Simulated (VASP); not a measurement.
# KCl (P6_3/mmc) in VASP: a series of runs, part 2 of 2

VASP 6.6.1.

## 5. Single point, PBE

This run uses another cell than the first one, of 39.79 Å³/atom.

The input, INCAR:

```
SYSTEM = KCl
  PREC = Accurate
  ENCUT = 520
  EDIFF = 1E-7
  ISMEAR = 0
  SIGMA = 0.01
  LREAL = .FALSE.
  LASPH = .TRUE.
  NELM = 100
  ALGO = Normal
  ISIF = 2
  LWAVE = .FALSE.
  LCHARG = .TRUE.
  GGA = PE
  LELF = .TRUE.
  LVHAR = .TRUE.
  NBANDS = 24
```

The input, KPOINTS:

```
Automatic mesh
0
G
  6 6 4
  0 0 0
```

The input, POSCAR:

```
KCl
1.0
    5.3918685924      0.0000000000      0.0000000000
   -2.6959342962      4.6694951749      0.0000000000
    0.0000000000      0.0000000000      6.3213238914
K Cl
2 2
Direct
    0.3333333333      0.6666666667     -0.0624984477
    0.6666666667      0.3333333333      0.4375015523
    0.3333333333      0.6666666667      0.4374984477
    0.6666666667      0.3333333333      0.9374984477
```

Potentials or basis: VASP PAW PBE potentials, release 64 (K_sv, Cl).

On the command line:

```console
$ cat potpaw_PBE.64/K_sv/POTCAR potpaw_PBE.64/Cl/POTCAR > POTCAR
$ mpirun -np 1 vasp_std > vasp.out
```

OUTCAR:

```text
SYSTEM = KCl
   PREC = Accurate
   ENCUT = 520
   EDIFF = 1E-7
   ISMEAR = 0
   LREAL = .FALSE.
   LASPH = .TRUE.
   NELM = 100
   ISIF = 2
   GGA = PE

 ion  position               nearest neighbor table
   1  0.333  0.667  0.938-   4 3.11   4 3.11   4 3.11   3 3.16   3 3.16
   2  0.667  0.333  0.438-   3 3.11   3 3.11   3 3.11   4 3.16   4 3.16
   3  0.333  0.667  0.437-   2 3.11   2 3.11   2 3.11   1 3.16   1 3.16
   4  0.667  0.333  0.937-   1 3.11   1 3.11   1 3.11   2 3.16   2 3.16

  LATTYP: Found a hexagonal cell.
 ALAT       =     5.3918685924
 C/A-ratio  =     1.1723809257

  Lattice vectors:

 A1 = (   5.3918685924,   0.0000000000,   0.0000000000)
 A2 = (  -2.6959342962,   4.6694951749,   0.0000000000)
 A3 = (   0.0000000000,   0.0000000000,   6.3213238914)

Analysis of symmetry for initial positions (statically):
=====================================================================
 Subroutine PRICEL returns:
 Original cell was already a primitive cell.

 Routine SETGRP: Setting up the symmetry group for a
 hexagonal supercell.

 Subroutine GETGRP returns: Found 24 space group operations
 (whereof  6 operations were pure point group operations)
 out of a pool of 24 trial point group operations.

The static configuration has the point symmetry C_3v.
 The point group associated with its full space group is D_6h.

Analysis of symmetry for dynamics (positions and initial velocities):
=====================================================================
 Subroutine PRICEL returns:
 Original cell was already a primitive cell.

 Routine SETGRP: Setting up the symmetry group for a
 hexagonal supercell.

 Subroutine GETGRP returns: Found 24 space group operations
 (whereof  6 operations were pure point group operations)
 out of a pool of 24 trial point group operations.

The dynamic configuration has the point symmetry C_3v.
 The point group associated with its full space group is D_6h.

 Subroutine INISYM returns: Found 24 space group operations
[... 114 lines left out ...]
   IALGO  =     38    algorithm
   IMIX   =      4    mixing-type and parameters
     AMIX     =   0.40;   BMIX     =  1.00
     AMIX_MAG =   1.60;   BMIX_MAG =  1.00
  volume/ion in A,a.u.               =      39.79       268.51
  Fermi-wavevector in a.u.,A,eV,Ry     =   0.959075  1.812388 12.514967  0.919824
  Thomas-Fermi vector in A             =   2.088238
   LORBIT       =      0    0 simple, 1 ext, 2 COOP (PROOUT), +10 PAW based schemes
   GGA     = PE    functional components
   LHFCALC =     F    Hartree Fock is set to
   AEXX    =    0.0000 exact exchange contribution
   IVDW    =     0    specifies the selected vdW correction
   LEPSILON=     F    determine dielectric tensor
   LRPA    =     F    only Hartree local field effects (RPA)
 non-spin polarized calculation
 Gauss-broadening in eV      SIGMA  =   0.01
  energy-cutoff  :      520.00
  volume of cell :      159.15
 maximum number of plane-waves:      4317
   NGX = 21   NGY = 21   NGZ = 23

 number of electron      31.9999996 magnetization

 Free energy of the ion-electron system (eV)
  ---------------------------------------------------
  ext. energy  EPLUGINS =         0.00000000
  ---------------------------------------------------
  free energy    TOTEN  =       -13.45674645 eV

  energy without entropy =      -13.45674645  energy(sigma->0) =      -13.45674645

 E-fermi :  -2.6149     XC(G=0):  -6.4198

 val. band max:       -2.7367573257   @ k =   0.0000   0.0000   0.0000
 cond. band min:       1.9719762408   @ k =   0.0000   0.0000   0.0000
 fundamental gap:      4.7087335665
 Fermi energy:        -2.6148826960

 k-point     1 :       0.0000    0.0000    0.0000
  band No.  band energies     occupation
      1     -30.1460      2.00000
      2     -30.1355      2.00000
      3     -14.7663      2.00000
      4     -14.6875      2.00000
      5     -13.7073      2.00000
      6     -13.6765      2.00000
[... 556 lines left out ...]
     23       6.3848      0.00000
     24       6.3848      0.00000

------------------------ aborting loop because EDIFF is reached ----------------------------------------

  FORCE on cell =-STRESS in cart. coord.  units (eV):
  Direction    XX          YY          ZZ          XY          YZ          ZX
  --------------------------------------------------------------------------------------
  -------------------------------------------------------------------------------------
  Total        0.0259682      0.0259682      0.0125561      0.0000000      0.0000000      0.0000000
  in kB        0.2614177      0.2614177      0.1264007      0.0000000      0.0000000      0.0000000
  external PRESSURE =       0.2164121 kB  Pullay stress =       0.0000000 kB

 VOLUME and BASIS-vectors are now :
 -----------------------------------------------------------------------------
  energy-cutoff  :      520.00
  volume of cell :      159.15
      direct lattice vectors                 reciprocal lattice vectors
     5.391868592  0.000000000  0.000000000     0.185464461  0.107077956  0.000000000
    -2.695934296  4.669495175  0.000000000     0.000000000  0.214155912  0.000000000
     0.000000000  0.000000000  6.321323891     0.000000000  0.000000000  0.158194710

 POSITION                                       TOTAL-FORCE (eV/Angst)
 -----------------------------------------------------------------------------------
     -0.00000      3.11300      5.92625        -0.000000     -0.000000      0.000000
      2.69593      1.55650      2.76559         0.000000      0.000000      0.000000
     -0.00000      3.11300      2.76557        -0.000000     -0.000000     -0.000000
      2.69593      1.55650      5.92623        -0.000000      0.000000      0.000000
 -----------------------------------------------------------------------------------
    total drift:                               -0.000000      0.000000      0.038364

  FREE ENERGIE OF THE ION-ELECTRON SYSTEM (eV)
  ---------------------------------------------------
  free  energy   TOTEN  =       -13.4567464464 eV

  energy  without entropy=      -13.4567464464  energy(sigma->0) =      -13.45674645
```

stdout:

```text
POSCAR found type information on POSCAR K Cl
 POSCAR found :  2 types and       4 ions
 scaLAPACK will be used
 LDA part: xc-table for (Slater+PW92), standard interpolation
 POSCAR, INCAR and KPOINTS ok, starting setup
 FFT: planning ... GRIDC
 FFT: planning ... GRID_SOFT
 FFT: planning ... GRID
 WAVECAR not read
 entering main loop
```

It took 37 s on 1 thread of Intel Xeon 6975P-C (Granite Rapids), shared host; peak memory 0.27 GiB.

What came out:

```
Free energy            : -13.4567 eV
Pressure               : 0.0 GPa
Band gap on the k mesh : 4.71 eV
```

Levels at points of the mesh, in eV from the valence-band top:
| k point | band 12 | band 13 | band 14 | band 15 | band 16 | band 17 | band 18 | band 19 | band 20 | band 21 |
| --- | --- | --- | --- | --- | --- | --- | --- | --- | --- | --- |
| (0.00, 0.00, 0.00) | -0.40 | -0.40 | -0.26 | -0.26 | 0.00 | 4.71 | 7.92 | 8.18 | 8.18 | 8.98 |
| (0.50, 0.00, 0.00) | -0.40 | -0.39 | -0.37 | -0.20 | -0.12 | 6.44 | 7.15 | 7.29 | 7.55 | 8.62 |
| (0.00, 0.00, 0.50) | -0.55 | -0.34 | -0.34 | -0.34 | -0.34 | 5.96 | 5.96 | 9.36 | 9.36 | 9.36 |
| (0.50, 0.00, 0.50) | -0.78 | -0.28 | -0.28 | -0.25 | -0.25 | 6.85 | 6.85 | 8.44 | 8.44 | 8.86 |

A k mesh can miss the band edges.

## 6. Single point, PBE (40.98 Å³/atom)

This run uses another cell than the first one, of 40.98 Å³/atom.

The input, INCAR:

```
PREC     = Accurate       # precision mode
ENCUT    = 520            # plane-wave cutoff, eV
EDIFF    = 1E-6           # SCF threshold, eV
ISMEAR   = 0              # smearing method
SIGMA    = 0.01           # smearing width, eV
LREAL    = F              # projectors in reciprocal space
LASPH    = T              # aspherical terms in the spheres
NELM     = 60             # most SCF steps
ALGO     = Normal         # electronic algorithm
ISIF     = 2              # what is computed and relaxed
LWAVE    = F              # write WAVECAR
LCHARG   = F              # write CHGCAR
GGA      = PE             # functional
NBANDS   = 24             # bands
```

The input, KPOINTS:

```
Automatic mesh
0
Gamma
  6 6 4
```

The input, POSCAR:

```
KCl
1.0
    5.4452569021      0.0000000000      0.0000000000
   -2.7226284510      4.7157308073      0.0000000000
    0.0000000000      0.0000000000      6.3839153273
K Cl
2 2
Direct
    0.3333333333      0.6666666667     -0.0624984477
    0.6666666667      0.3333333333      0.4375015523
    0.3333333333      0.6666666667      0.4374984477
    0.6666666667      0.3333333333      0.9374984477
```

Potentials or basis: VASP PAW PBE potentials, release 64 (K_sv, Cl).

On the command line:

```console
$ cat potpaw_PBE.64/K_sv/POTCAR potpaw_PBE.64/Cl/POTCAR > POTCAR
$ mpirun -np 1 vasp_std > vasp.out
```

It took 30 s on 1 thread of Intel Xeon 6975P-C (Granite Rapids), shared host; peak memory 0.28 GiB.

Results (log left out):

```
Free energy            : -13.4530 eV
Pressure               : -0.3 GPa
Band gap on the k mesh : 4.65 eV
```

Stress tensor (GPa, compression positive):
```
-0.31  0.00  0.00
 0.00 -0.31  0.00
 0.00  0.00 -0.39
```

Levels at points of the mesh, in eV from the valence-band top:
| k point | band 12 | band 13 | band 14 | band 15 | band 16 | band 17 | band 18 | band 19 | band 20 | band 21 |
| --- | --- | --- | --- | --- | --- | --- | --- | --- | --- | --- |
| (0.00, 0.00, 0.00) | -0.38 | -0.38 | -0.24 | -0.24 | 0.00 | 4.65 | 7.81 | 8.16 | 8.16 | 8.89 |
| (0.50, 0.00, 0.00) | -0.39 | -0.37 | -0.35 | -0.19 | -0.12 | 6.40 | 7.02 | 7.27 | 7.54 | 8.49 |
| (0.00, 0.00, 0.50) | -0.52 | -0.32 | -0.32 | -0.32 | -0.32 | 5.89 | 5.89 | 9.28 | 9.28 | 9.28 |
| (0.50, 0.00, 0.50) | -0.74 | -0.27 | -0.27 | -0.23 | -0.23 | 6.81 | 6.81 | 8.29 | 8.29 | 8.79 |

A k mesh can miss the band edges.

## 7. Summary

```tsv
cell	gap on the mesh (eV)	pressure (GPa)
a = 5.282, b = 5.282, c = 6.192 Å, angles 90.0, 90.0, 120.0°, 4 atoms	4.83	1.0
a = 5.344, b = 5.344, c = 6.239 Å, angles 90.0, 90.0, 120.0°, 4 atoms	4.77	0.5
a = 5.337, b = 5.337, c = 6.257 Å, angles 90.0, 90.0, 120.0°, 4 atoms	4.77	0.5
a = 5.392, b = 5.392, c = 6.321 Å, angles 90.0, 90.0, 120.0°, 4 atoms	4.71	0.0
a = 5.445, b = 5.445, c = 6.384 Å, angles 90.0, 90.0, 120.0°, 4 atoms	4.65	-0.3
```

Alike in all rows: task single point; level PBE; potentials or basis VASP PAW PBE potentials, release 64 (K_sv, Cl); no spin polarisation; k mesh 6 × 6 × 4; cutoff (eV) 520; smearing gaussian 0.01 eV.

Absolute energies hang on the potentials; compare differences alone.
